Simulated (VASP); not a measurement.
Here is a VASP 6.6.1 calculation.

Contents of POSCAR:

```
SnTe
1.0
    0.0000000000      3.1508500000      3.1508500000
    3.1508500000      0.0000000000      3.1508500000
    3.1508500000      3.1508500000      0.0000000000
Sn Te
1 1
Direct
    0.0000000000      0.0000000000      0.0000000000
    0.5000000000      0.5000000000      0.5000000000
```

File INCAR.step1:

```
SYSTEM = SnTe
PREC = Accurate
ENCUT = 550
ISMEAR = 0
SIGMA = 0.01
LREAL = .FALSE.
LASPH = .TRUE.
NELM = 120
NBANDS = 17
GGA = PE
ALGO = Normal
EDIFF = 1E-5
LWAVE = .TRUE.
LCHARG = .FALSE.
GGA_COMPAT = .FALSE.
```

The input INCAR.step2:

```
SYSTEM = SnTe
PREC = Accurate
ENCUT = 550
EDIFF = 1E-6
ISMEAR = 0
SIGMA = 0.01
LREAL = .FALSE.
LASPH = .TRUE.
NELM = 120
ALGO = Normal
ISIF = 2
LWAVE = .FALSE.
LCHARG = .FALSE.
METAGGA = R2SCAN
LMIXTAU = .TRUE.
NBANDS = 17
ISTART = 1
GGA_COMPAT = .FALSE.
```

Contents of KPOINTS:

```
regular mesh
0
G
  5 5 5
  0 0 0
```

Potentials or basis: VASP PAW PBE potentials, release 64 (Sn_d, Te).

The run is started by

```sh
$ cat potpaw_PBE.64/Sn_d/POTCAR potpaw_PBE.64/Te/POTCAR > POTCAR
$ cp INCAR.step1 INCAR
$ mpirun -np 1 vasp_std > vasp.out
$ cp INCAR.step2 INCAR
$ mpirun -np 1 vasp_std > vasp.out
```

Problem. What does it give for the pressure?

Solution. 1.6 GPa.

Caveat: the PAW data sets were made with another functional, which shifts forces and pressure a little.
